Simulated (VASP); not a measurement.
A run of VASP 6.6.1:

The input INCAR:

```
  PREC = Accurate
  ENCUT = 520
  EDIFF = 1E-7
  ISMEAR = 0
  SIGMA = 0.1
  LREAL = F
  LASPH = T
  NELM = 100
  ALGO = Normal
  ISIF = 2
  LWAVE = F
  LCHARG = F
  GGA = PE
  NBANDS = 46
```

The input KPOINTS:

```
regular mesh
0
Gamma
  4 4 4
```

File POSCAR:

```
ZrGa3As4
1.0
    5.2275000000      0.0000000000      0.0000000000
    0.0000000000      5.2275000000      0.0000000000
    0.0000000000      0.0000000000      5.2275000000
Zr Ga As
1 3 4
Direct
    0.5000000000      0.5000000000      0.5000000000
    0.5000000000      0.0000000000      0.0000000000
    0.0000000000      0.5000000000      0.0000000000
    0.0000000000      0.0000000000      0.5000000000
    0.0000000000      0.5000000000      0.5000000000
    0.5000000000      0.0000000000      0.5000000000
    0.5000000000      0.5000000000      0.0000000000
    0.0000000000      0.0000000000      0.0000000000
```

Potentials or basis: VASP PAW PBE potentials, release 64 (Zr_sv, Ga_d, As).

Command:

```bash
$ cat potpaw_PBE.64/Zr_sv/POTCAR potpaw_PBE.64/Ga_d/POTCAR potpaw_PBE.64/As/POTCAR > POTCAR
$ mpirun -np 1 vasp_std > vasp.out
```

Hardware: 1 thread of Intel(R) Xeon(R) 6975P-C (Granite Rapids), on a shared host.

Q: How long does it take, and how much memory?

A: It took 65 s on 1 thread of Intel(R) Xeon(R) 6975P-C (Granite Rapids), with other jobs on the host, peak memory 0.25 GiB. Counts: scf iterations 17, k points 10.
